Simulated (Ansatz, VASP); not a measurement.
## Two plane-wave programs on Lu

File INCAR:

```
PREC = Accurate
ENCUT = 520
EDIFF = 1E-6
ISMEAR = -1
SIGMA = 0.1
LREAL = F
LASPH = T
NELM = 80
ALGO = Normal
ISIF = 2
LWAVE = F
LCHARG = F
GGA = PS
NBANDS = 44
```

KPOINTS

```
regular mesh
0
Gamma
  8 8 11
```

The input POSCAR:

```
Lu
1.0
    5.4626396088      0.0000000000      0.0000000000
   -2.7313198044      4.7307846730      0.0000000000
    0.0000000000      0.0000000000      3.4309093964
Lu
3
Direct
    1.0000000000      0.0000000000      1.0000000000
    0.3333333333      0.6666666667      0.5000000000
    0.6666666667      0.3333333333      0.5000000000
```

Input for Ansatz:

```yaml
crystal:
  lattice:
    - [5.4626396088, 0.0, 0.0]
    - [-2.7313198044, 4.730784673, 0.0]
    - [0.0, 0.0, 3.4309093964]
  atoms:
    - { symbol: Lu, position: [1.0, 0.0, 1.0] }
    - { symbol: Lu, position: [0.3333333333, 0.6666666667, 0.5] }
    - { symbol: Lu, position: [0.6666666667, 0.3333333333, 0.5] }
hamiltonian:
  xc: pbesol
  pseudopotentials:
    kind: paw
    azcp:
      Lu: "pseudopotentials/Lu.paw.azcp"
basis:
  ecutwfc: 420
  fft_grid_basis: typed
kpoints:
  mp_grid: { grid: [8, 8, 11], shift: [0, 0, 0] }
magnetization:
  spin_polarized: false
scf:
  occupations: { method: fermi_dirac, width: 0.1 }
  lower_state_search: "off"
output:
  stress: true
```

Alike in both runs: task single point; functional PBEsol; k mesh 8 × 8 × 11; occupations fermi-dirac, width 0.1 eV; no spin polarisation.

|  | VASP | Ansatz |
| --- | --- | --- |
| version | VASP 6.6.1 | Ansatz 0.2.0 |
| potentials or method | VASP PAW PBE potentials, release 64 (Lu), cutoff 520 eV | plane waves (420 eV) with PAW, scalar-relativistic |
| valence electrons in the cell | 75 | 75 |

```tsv
	VASP	Ansatz	Ansatz less VASP
pressure (GPa)	-3.1	-3.2	-0.08
traceless stress, the component that is largest in VASP (GPa)	0.12	0.14	+0.027
```

VASP's potentials were made for PBE, not for PBEsol, and Ansatz warns of the same on its side. The functional is the same, so the differences come from potentials, cutoffs and numerics.

Spin-orbit coupling is off throughout.
